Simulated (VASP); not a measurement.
Wanted: the native input for a VASP 6.6.1 run.

- Task: single point
- Functional: PBE
- Potentials or basis: VASP PAW PBE potentials, release 64 (Rb_sv, Ge_d)
- Cutoff: 520 eV
- k mesh: 4 × 4 × 4
- Occupations: gaussian, width 0.1 eV
- Spin: no spin polarisation
- Dipole correction: no
- Further INCAR settings: ALGO = Normal; EDIFF = 1e-06; NBANDS = 56

The structure of RbGe6 lies in POSCAR:

```
RbGe6
1.0
   -3.5975991416      3.5975991416      3.5975991416
    3.5975991416     -3.5975991416      3.5975991416
    3.5975991416      3.5975991416     -3.5975991416
Rb Ge
1 6
Direct
    0.0000000000      0.0000000000      0.0000000000
    0.5000000000      0.7500000000      0.2500000000
    0.7500000000      0.2500000000      0.5000000000
    0.7500000000      0.5000000000      0.2500000000
    0.5000000000      0.2500000000      0.7500000000
    0.2500000000      0.7500000000      0.5000000000
    0.2500000000      0.5000000000      0.7500000000
```

The cell was built from a structure type or drawn by symmetry, and may not be a known phase.

The input as run:

INCAR

```
SYSTEM = RbGe6
ALGO     = Normal         ! electronic algorithm
EDIFF    = 1E-6           ! SCF threshold, eV
ENCUT    = 520            ! plane-wave cutoff, eV
GGA      = PE             ! functional
ISIF     = 2              ! what is computed and relaxed
ISMEAR   = 0              ! smearing method
LASPH    = .TRUE.         ! aspherical terms in the spheres
LCHARG   = .FALSE.        ! write CHGCAR
LREAL    = .FALSE.        ! projectors in reciprocal space
LWAVE    = .FALSE.        ! write WAVECAR
NBANDS   = 56             ! bands
NELM     = 100            ! most SCF steps
PREC     = Accurate       ! precision mode
SIGMA    = 0.1            ! smearing width, eV
```

KPOINTS

```
k-points
0
G
  4 4 4
  0 0 0
```

Potentials or basis: VASP PAW PBE potentials, release 64 (Rb_sv, Ge_d).

The run is started by

```sh
$ cat potpaw_PBE.64/Rb_sv/POTCAR potpaw_PBE.64/Ge_d/POTCAR > POTCAR
$ mpirun -np 1 vasp_std > vasp.out
```

It gave:

```yaml
Pressure: 0.2 GPa
Band_gap_on_the_k_mesh: zero (an odd number of electrons rules out a gap without spin polarisation)
```

Wall time 53 s on 1 thread of Intel(R) Xeon(R) 6975P-C (Granite Rapids) (shared host), peak memory 0.33 GiB.
